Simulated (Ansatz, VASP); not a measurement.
Two plane-wave programs on Be24NO

The input INCAR:

```
SYSTEM = Be24NO
ALGO = Normal
DIPOL = 0.5 0.5 0.296
EDIFF = 1E-6
ENCUT = 520
GGA = PE
GGA_COMPAT = .False.
IDIPOL = 3
ISIF = 2
ISMEAR = 0
ISPIN = 2
KPAR = 4
LASPH = .True.
LCHARG = .False.
LDIPOL = .True.
LORBIT = 11
LREAL = .False.
LWAVE = .False.
MAGMOM = 0 0 0 0 0 0 0 0 0 0 0 0 0 0 0 0 0 0 0 0 0 0 0 0 1 0
NBANDS = 52
NELM = 200
NELMDL = -8
PREC = Accurate
SIGMA = 0.1
```

Contents of KPOINTS:

```
k-points
0
Gamma
  6 4 1
  0 0 0
```

File POSCAR:

```
Be24NO
1.0
    4.5254381411      0.0000000000      0.0000000000
    0.0000000000      7.1336190820      0.0000000000
    0.0000000000      0.0000000000     22.3685529248
Be N O
24 1 1
Direct
    0.0000000000      0.3750000000      0.1788224752
    0.0000000000      0.8750000000      0.1788224752
    0.5000000000      0.3750000000      0.1788224752
    0.5000000000      0.8750000000      0.1788224752
    0.2500000000      0.1250000000      0.2080237711
    0.2500000000      0.6250000000      0.2080237711
    0.7500000000      0.1250000000      0.2080237711
    0.7500000000      0.6250000000      0.2080237711
    0.2500000000      0.3750000000      0.2664263628
    0.2500000000      0.8750000000      0.2664263628
    0.7500000000      0.3750000000      0.2664263628
    0.7500000000      0.8750000000      0.2664263628
    0.0000000000      0.1250000000      0.2903069137
    0.0000000000      0.6250000000      0.2903069137
    0.5000000000      0.1250000000      0.2903069137
    0.5000000000      0.6250000000      0.2903069137
    0.0000000000      0.3750000000      0.3546814205
    0.0000000000      0.8750000000      0.3546814205
    0.5000000000      0.3750000000      0.3546814205
    0.5000000000      0.8750000000      0.3546814205
    0.2500000000      0.1250000000      0.3741213369
    0.2500000000      0.6250000000      0.3741213369
    0.7500000000      0.1250000000      0.3741213369
    0.7500000000      0.6250000000      0.3741213369
    0.7500000000      0.4583333333      0.4827559906
    0.8487676923      0.5571010257      0.5200577331
```

Input for Ansatz:

```yaml
crystal:
  lattice:
    - [4.5254381411, 0.0, 0.0]
    - [0.0, 7.133619082, 0.0]
    - [0.0, 0.0, 22.3685529248]
  atoms:
    - { symbol: Be, position: [0.0, 0.375, 0.1788224752] }
    - { symbol: Be, position: [0.0, 0.875, 0.1788224752] }
    - { symbol: Be, position: [0.5, 0.375, 0.1788224752] }
    - { symbol: Be, position: [0.5, 0.875, 0.1788224752] }
    - { symbol: Be, position: [0.25, 0.125, 0.2080237711] }
    - { symbol: Be, position: [0.25, 0.625, 0.2080237711] }
    - { symbol: Be, position: [0.75, 0.125, 0.2080237711] }
    - { symbol: Be, position: [0.75, 0.625, 0.2080237711] }
    - { symbol: Be, position: [0.25, 0.375, 0.2664263628] }
    - { symbol: Be, position: [0.25, 0.875, 0.2664263628] }
    - { symbol: Be, position: [0.75, 0.375, 0.2664263628] }
    - { symbol: Be, position: [0.75, 0.875, 0.2664263628] }
    - { symbol: Be, position: [0.0, 0.125, 0.2903069137] }
    - { symbol: Be, position: [0.0, 0.625, 0.2903069137] }
    - { symbol: Be, position: [0.5, 0.125, 0.2903069137] }
    - { symbol: Be, position: [0.5, 0.625, 0.2903069137] }
    - { symbol: Be, position: [0.0, 0.375, 0.3546814205] }
    - { symbol: Be, position: [0.0, 0.875, 0.3546814205] }
    - { symbol: Be, position: [0.5, 0.375, 0.3546814205] }
    - { symbol: Be, position: [0.5, 0.875, 0.3546814205] }
    - { symbol: Be, position: [0.25, 0.125, 0.3741213369] }
    - { symbol: Be, position: [0.25, 0.625, 0.3741213369] }
    - { symbol: Be, position: [0.75, 0.125, 0.3741213369] }
    - { symbol: Be, position: [0.75, 0.625, 0.3741213369] }
    - { symbol: "N", position: [0.75, 0.4583333333, 0.4827559906], spin: 1.0 }
    - { symbol: O, position: [0.8487676923, 0.5571010257, 0.5200577331] }
basis:
  ecutwfc: 420
kpoints:
  mp_grid: { grid: [6, 4, 1] }
hamiltonian:
  xc: pbe
scf:
  occupations: { method: gaussian, width: 0.1 }
output:
  forces: true
  eigenvalues: true
  populations: true
magnetization:
  spin_polarized: true
efield:
  axis: 3
  dipole_correction: true
  ramp_width: 0.04
```

Alike in both runs: task single point; functional PBE; k mesh 6 × 4 × 1; occupations gaussian, width 0.1 eV; collinear spin.

```csv
,VASP,Ansatz
version,VASP 6.6.1,Ansatz 0.2.0
potentials or method,"VASP PAW PBE potentials, release 64 (Be, N, O), cutoff 520 eV","scalar-relativistic, plane waves, PAW"
valence electrons in the cell,59,59
```

```csv
,VASP,Ansatz,Ansatz less VASP
gap on the k mesh at the Fermi level (eV),none,none,-
rms of the force components (eV/Å),0.270,0.361,+0.0906
net moment per atom (μB),0.00,0.03,+0.026
size of the moment on the site where the two differ most (μB),0.06,0.20,+0.141
```

Site moments also hang on the region over which each program counts them. Atom by atom the forces differ by 0.133 eV/Å (rms over components). A gap of «none» marks a metal or a gap that the smearing closes.

Noted on VASP's run: the standard files for N, O and F lose accuracy on very short bonds.
